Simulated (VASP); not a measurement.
Input of a VASP 6.6.1 run:

File INCAR:

```
  PREC = Accurate
  ENCUT = 520
  EDIFF = 1E-6
  ISMEAR = 0
  SIGMA = 0.1
  LREAL = F
  LASPH = T
  NELM = 100
  ALGO = Normal
  ISIF = 2
  LWAVE = F
  LCHARG = F
  GGA = PE
  NBANDS = 18
```

File KPOINTS:

```
Automatic mesh
0
Gamma
  6 6 6
```

The input POSCAR:

```
KRu
1.0
   -2.2069696800      2.2069696800      2.7552326700
    2.2069696800     -2.2069696800      2.7552326700
    2.2069696800      2.2069696800     -2.7552326700
K Ru
1 1
Direct
    0.5000000000      0.5000000000      0.0000000000
    0.0000000000      0.0000000000      0.0000000000
```

Potentials or basis: VASP PAW PBE potentials, release 64 (K_sv, Ru_pv).

The run is started by

```bash
$ cat potpaw_PBE.64/K_sv/POTCAR potpaw_PBE.64/Ru_pv/POTCAR > POTCAR
$ mpirun -np 1 vasp_std > vasp.out
```

Task: What does it give for the pressure?

Result: 1.8 GPa.

Stress tensor (GPa, compression positive):
```
-0.53  0.00  0.00
 0.00 -0.53  0.00
 0.00  0.00  6.50
```
